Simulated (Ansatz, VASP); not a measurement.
Two plane-wave programs on RbGeN

The input INCAR:

```
PREC = Accurate
ENCUT = 600
EDIFF = 1E-7
ISMEAR = 0
SIGMA = 0.02
LREAL = F
LASPH = T
NELM = 100
ALGO = Normal
ISIF = 3
LWAVE = F
LCHARG = F
GGA = PE
IBRION = 2
NSW = 100
EDIFFG = -0.01
```

File KPOINTS:

```
regular mesh
0
Gamma
  8 8 8
```

Contents of POSCAR:

```
RbGeN
1.0
   -2.5216782751      2.5216782751      6.3847033189
    2.5216782751     -2.5216782751      6.3847033189
    2.5216782751      2.5216782751     -6.3847033189
Rb Ge N
2 2 2
Direct
    0.8015095348      0.8015095348      0.0000000000
    0.5515095348      0.0515095348      0.5000000000
    0.2793753997      0.2793753997      0.0000000000
    0.0293753997      0.5293753997      0.5000000000
    0.4150250755      0.4150250755      0.0000000000
    0.1650250755      0.6650250755      0.5000000000
```

Input for Ansatz:

```yaml
crystal:
  lattice:
    - [-2.5216782751, 2.5216782751, 6.3847033189]
    - [2.5216782751, -2.5216782751, 6.3847033189]
    - [2.5216782751, 2.5216782751, -6.3847033189]
  atoms:
    - { symbol: Rb, position: [0.8015095348, 0.8015095348, 0.0] }
    - { symbol: Rb, position: [0.5515095348, 0.0515095348, 0.5] }
    - { symbol: Ge, position: [0.2793753997, 0.2793753997, 0.0] }
    - { symbol: Ge, position: [0.0293753997, 0.5293753997, 0.5] }
    - { symbol: "N", position: [0.4150250755, 0.4150250755, 0.0] }
    - { symbol: "N", position: [0.1650250755, 0.6650250755, 0.5] }
basis:
  ecutwfc: 420
kpoints:
  mp_grid: { grid: [8, 8, 8] }
hamiltonian:
  xc: pbe
scf:
  occupations: { method: gaussian, width: 0.02 }
output:
  forces: true
  stress: true
  eigenvalues: true
  write_density: true
  write_potential: true
  elf: true
  volumetric_format: npy
relax:
  adjacent_minimum: "off"
  f_tol: 0.01
  max_steps: 80
  cell: { stress_tol: 0.05 }
```

Change from the starting cell: species swapped into the LaAsRh type (I4_1md, No. 109).

Alike in both runs: task relaxation of cell and atoms; functional PBE; k mesh 8 × 8 × 8; occupations gaussian, width 0.02 eV; no spin polarisation.

|  | VASP | Ansatz |
| --- | --- | --- |
| version | VASP 6.6.1 | Ansatz 0.2.0 |
| potentials or method | VASP PAW PBE potentials, release 64 (Rb_sv, Ge_d, N), cutoff 600 eV | scalar-relativistic, plane waves, PAW |
| valence electrons in the cell | 56 | 56 |

|  | VASP | Ansatz | Ansatz less VASP |
| --- | --- | --- | --- |
| gap on the k mesh at the Fermi level, each at its own relaxed structure (eV) | 1.49 | 1.49 | 0.000 |
| relaxed volume (Å³/atom) | 27.27 | 27.34 | +0.070 |
| relaxed cell length with the largest relative difference (Å) | 7.317 | 7.320 | +0.0022 |
